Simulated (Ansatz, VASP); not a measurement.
Ba in VASP and in Ansatz

The input INCAR:

```
SYSTEM = Ba
ALGO     = Normal         ! electronic algorithm
EDIFF    = 1E-6           ! SCF threshold, eV
ENCUT    = 520            ! plane-wave cutoff, eV
GGA      = PE             ! functional
GGA_COMPAT= .FALSE.      
ISIF     = 2              ! what is computed and relaxed
ISMEAR   = -1             ! smearing method
LASPH    = .TRUE.         ! aspherical terms in the spheres
LCHARG   = .FALSE.        ! write CHGCAR
LORBIT   = 11             ! projections on sites
LORBMOM  = .TRUE.       
LREAL    = .FALSE.        ! projectors in reciprocal space
LSORBIT  = .TRUE.         ! spin-orbit coupling
LWAVE    = .FALSE.        ! write WAVECAR
MAGMOM   = 0 0 0          ! initial moments
NBANDS   = 21             ! bands
NELM     = 150            ! most SCF steps
PREC     = Accurate       ! precision mode
SIGMA    = 0.03           ! smearing width, eV
```

The input KPOINTS:

```
k-points
0
G
  10 10 10
  0 0 0
```

File POSCAR:

```
Ba
1.0
   -2.5000000000      2.5000000000      2.5000000000
    2.5000000000     -2.5000000000      2.5000000000
    2.5000000000      2.5000000000     -2.5000000000
Ba
1
Direct
    0.0000000000      0.0000000000      0.0000000000
```

Input for Ansatz:

```yaml
crystal:
  lattice:
    - [-2.5, 2.5, 2.5]
    - [2.5, -2.5, 2.5]
    - [2.5, 2.5, -2.5]
  atoms:
    - { symbol: Ba, position: [0.0, 0.0, 0.0] }
kpoints:
  mp_grid: { grid: [10, 10, 10] }
  band_path:
    path:
      - [0.0, 0.0, 0.0]
      - [0.5, -0.5, 0.5]
      - [0.0, 0.0, 0.5]
      - [0.0, 0.0, 0.0]
      - [0.25, 0.25, 0.25]
      - [0.5, -0.5, 0.5]
      - [0.25, 0.25, 0.25]
      - [0.0, 0.0, 0.5]
    npoints: 5
scf:
  occupations: { method: fermi_dirac, width: 0.03 }
hamiltonian:
  xc: pbe
  pseudopotentials: { kind: all_electron, lapw: { basis_error: 0.0005 } }
output:
  forces: true
  stress: true
  eigenvalues: true
magnetization:
  noncollinear: true
  spin_orbit: true
```

Alike in both runs: task single point; functional PBE; k mesh 10 × 10 × 10; occupations fermi-dirac, width 0.03 eV; non-collinear spin, spin-orbit coupling.

|  | VASP | Ansatz |
| --- | --- | --- |
| version | VASP 6.6.1 | Ansatz 0.2.0 |
| potentials or method | VASP PAW PBE potentials, release 64 (Ba_sv), cutoff 520 eV | all-electron LAPW |

```csv
,VASP,Ansatz,Ansatz less VASP
pressure (GPa),0.1,0.1,-0.03
```

Ansatz ran all-electron here, and VASP with PAW potentials.
